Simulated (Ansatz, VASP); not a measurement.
# Y in VASP and in Ansatz

```xyz
1
Lattice="-1.9554 1.9554 1.9554 1.9554 -1.9554 1.9554 1.9554 1.9554 -1.9554" Properties=species:S:1:pos:R:3 pbc="T T T"
Y     0.0000    0.0000    0.0000
```

Alike in both runs: task single point; functional LDA; k mesh 14 × 14 × 14; occupations fermi-dirac, width 0.05 eV; no spin polarisation; Hubbard terms Y d U = 2.0 eV.

|  | VASP | Ansatz |
| --- | --- | --- |
| version | VASP 6.6.1 | Ansatz 0.2.0 |
| potentials or method | VASP PAW LDA potentials, release 64 (Y_sv), cutoff 520 eV | all-electron LAPW, scalar-relativistic |

```csv
,VASP,Ansatz,Ansatz less VASP
gap on the k mesh at the Fermi level (eV),none,none,-
pressure (GPa),4.7,3.0,-1.64
```

LDA's correlation is that of Perdew and Zunger in VASP and of Perdew and Wang (1992) in Ansatz. The programs project onto different local orbitals, so the same U acts differently, and such runs can settle in different states. A gap of «none» marks a metal or a gap that the smearing closes. Ansatz ran all-electron here, and VASP with PAW potentials. Ansatz's warnings: filled band counts differ across k points.
